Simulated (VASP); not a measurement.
Input of a VASP 6.6.1 run:

INCAR

```
PREC     = Accurate       # precision mode
ENCUT    = 520            # plane-wave cutoff, eV
EDIFF    = 1E-7           # SCF threshold, eV
ISMEAR   = 0              # smearing method
SIGMA    = 0.15           # smearing width, eV
LREAL    = F              # projectors in reciprocal space
LASPH    = T              # aspherical terms in the spheres
NELM     = 100            # most SCF steps
ALGO     = Normal         # electronic algorithm
ISIF     = 2              # what is computed and relaxed
LWAVE    = F              # write WAVECAR
LCHARG   = F              # write CHGCAR
GGA      = PS             # functional
NBANDS   = 18             # bands
```

The input KPOINTS:

```
Automatic mesh
0
Gamma
  14 14 14
```

File POSCAR:

```
BiTe
1.0
    0.0000000000      3.2350000000      3.2350000000
    3.2350000000      0.0000000000      3.2350000000
    3.2350000000      3.2350000000      0.0000000000
Bi Te
1 1
Direct
    0.0309119011      0.0309119011     -0.0309119011
    0.5000000000      0.5000000000      0.5000000000
```

Potentials or basis: VASP PAW PBE potentials, release 64 (Bi_d, Te).

Launch:

```console
$ cat potpaw_PBE.64/Bi_d/POTCAR potpaw_PBE.64/Te/POTCAR > POTCAR
$ mpirun -np 1 vasp_std > vasp.out
```

Question: Predict the largest force.

Answer: 0.505 eV/Å.

Question: Estimate the band gap on the k mesh.

Answer: Zero (an odd number of electrons rules out a gap without spin polarisation).

Question: What does it give for the pressure?

Answer: -1.0 GPa.

Stress tensor (GPa, compression positive):
```
-1.35  0.00  0.00
 0.00 -1.35  0.00
 0.00  0.00 -0.39
```

Caveat: the cell differs from its parent crystal (all Bi atoms moved -0.200 Å, as atom 1 towards its neighbour atom 2 (Te) at 3.235 Å); the PAW data sets were made with another functional, which shifts forces and pressure a little; spin-orbit coupling is left out, which moves the levels of the heavy elements.
